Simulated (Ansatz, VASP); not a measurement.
**MgS in VASP and in Ansatz**

```
Mg S
1.0
    -0.08294    2.83088    2.83088
     2.83088   -0.08294    2.83088
     2.74793    2.74793    0.00000
Mg S
1 1
Direct
  0.99456 0.99456 0.00544
  0.25544 0.25544 0.24456
```

Change from the starting cell: shear_xy strain -5.9%.

Alike in both runs: task single point; functional HSE06; k mesh 6 × 6 × 6; no spin polarisation.

|  | VASP | Ansatz |
| --- | --- | --- |
| version | VASP 6.6.1 | Ansatz 0.2.0 |
| potentials or method | VASP PAW PBE potentials, release 64 (Mg, S) | plane waves, PAW |
| plane-wave cutoff (eV) | 520 | 420 |
| occupations | gaussian, width 0.01 eV | fixed |
| valence electrons in the cell | 8 | 16 |

Ansatz gave:

- gap on the k mesh at the Fermi level (eV): 4.30
- pressure (GPa): 0.0
- traceless stress, the component that is largest in VASP (GPa): 1.87

Task: Which values does VASP return?

Result: gap on the k mesh at the Fermi level (eV): 4.28; pressure (GPa): -0.2; traceless stress, the component that is largest in VASP (GPa): 1.88.

VASP's potentials hold 8 valence electrons a cell and Ansatz's 16, so a difference there can come from the potentials and not from the codes. Ansatz's warnings: stress exchange threshold loose, stress scf threshold loose.
